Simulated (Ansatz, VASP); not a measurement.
## One calculation of Ga, two programs

```
Ga
1.0
     2.71648    0.00000    0.00000
     0.00000    2.71648    0.00000
     0.00000    0.00000    2.71648
Ga
1
Cartesian
  0.0000 0.0000 0.0000
```

Alike in both runs: task single point; functional r2SCAN; k mesh 20 × 20 × 20; occupations gaussian, width 0.1 eV; no spin polarisation.

|  | VASP | Ansatz |
| --- | --- | --- |
| version | VASP 6.6.1 | Ansatz 0.2.0 |
| potentials or method | VASP PAW PBE potentials, release 64 (Ga_d), cutoff 520 eV | scalar-relativistic, plane waves, PAW |
| valence electrons in the cell | 13 | 13 |

|  | VASP | Ansatz | Ansatz less VASP |
| --- | --- | --- | --- |
| gap on the k mesh at the Fermi level (eV) | none | none | - |
| pressure (GPa) | -2.5 | -2.6 | -0.12 |

VASP's potentials were made for PBE, not for r2SCAN. A gap of «none» marks a metal or a gap that the smearing closes. With one functional, cell and mesh, what is left measures potentials, basis and numerics.
